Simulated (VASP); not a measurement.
Set up this calculation in VASP 6.6.1, as the native input.

```
Task                   : single point
Functional             : PBE
Potentials or basis    : VASP PAW PBE potentials, release 64 (B, N)
Cutoff                 : 520 eV
k mesh                 : 12 × 12 × 12
Occupations            : gaussian, width 0.01 eV
Spin                   : no spin polarisation
Dipole correction      : no
Further INCAR settings : ALGO = Normal; EDIFF = 1e-06; NBANDS = 11
```

The structure of BN lies in POSCAR:

```
BN
1.0
    0.0000000000      1.7458259400      1.7458259400
    1.7458259400      0.0000000000      1.7458259400
    1.7458259400      1.7458259400      0.0000000000
B N
1 1
Direct
    0.0000000000      0.0000000000      0.0000000000
    0.5000000000      0.5000000000      0.5000000000
```

The input as run:

INCAR

```
SYSTEM = BN
ALGO     = Normal         ! electronic algorithm
EDIFF    = 1E-6           ! SCF threshold, eV
ENCUT    = 520            ! plane-wave cutoff, eV
GGA      = PE             ! functional
ISIF     = 2              ! what is computed and relaxed
ISMEAR   = 0              ! smearing method
LASPH    = .TRUE.         ! aspherical terms in the spheres
LCHARG   = .TRUE.         ! write CHGCAR
LELF     = .TRUE.         ! ELF
LREAL    = .FALSE.        ! projectors in reciprocal space
LVHAR    = .TRUE.       
LWAVE    = .FALSE.        ! write WAVECAR
NBANDS   = 11             ! bands
NELM     = 60             ! most SCF steps
PREC     = Accurate       ! precision mode
SIGMA    = 0.01           ! smearing width, eV
```

KPOINTS

```
k-points
0
G
  12 12 12
  0 0 0
```

Potentials or basis: VASP PAW PBE potentials, release 64 (B, N).

Launch:

```bash
$ cat potpaw_PBE.64/B/POTCAR potpaw_PBE.64/N/POTCAR > POTCAR
$ mpirun -np 1 vasp_std > vasp.out
```

Results of the run:

```
Pressure               : 3.9 GPa
Band gap on the k mesh : 1.20 eV (least direct gap 5.85 eV)
```

Caveat: the cell stands under pressure; the structure was generated, so it needn't be the stable form of BN.

It took 12 s on 1 thread of Intel Xeon 8259CL, with other jobs on the host, peak memory 0.11 GiB.
